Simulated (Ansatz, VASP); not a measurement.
## Two plane-wave programs on CdS

```
CELL_PARAMETERS angstrom
0.00000 2.72691 2.72691
2.72691 0.00000 2.72691
2.72691 2.72691 0.00000
ATOMIC_POSITIONS crystal
Cd 0.00000 0.00000 0.01274
S 0.50000 0.50000 0.45533
```

Change from the starting cell: mode 4 frozen in at -0.122 Å and mode 5 at -0.122 Å (largest displacements).

Alike in both runs: task single point; functional r2SCAN; k mesh 8 × 8 × 8; occupations gaussian, width 0.05 eV; no spin polarisation.

|  | VASP | Ansatz |
| --- | --- | --- |
| version | VASP 6.6.1 | Ansatz 0.2.0 |
| potentials or method | VASP PAW PBE potentials, release 64 (Cd, S), cutoff 520 eV | scalar-relativistic, plane waves, PAW |
| valence electrons in the cell | 18 | 26 |

```csv
,VASP,Ansatz,Ansatz less VASP
gap on the k mesh at the Fermi level (eV),0.83,0.85,+0.020
least direct gap on the mesh (eV),2.27,2.30,+0.033
pressure (GPa),1.9,1.4,-0.50
"traceless stress, the component that is largest in VASP (GPa)",-1.73,-1.69,+0.041
rms of the force components (eV/Å),0.264,0.253,-0.0109
```

VASP's potentials were made for PBE, not for r2SCAN. Atom by atom the forces differ by 0.011 eV/Å (rms over components). The functional is the same, so the differences come from potentials, cutoffs and numerics. VASP's potentials hold 18 valence electrons a cell and Ansatz's 26, so a difference there can come from the potentials and not from the codes.
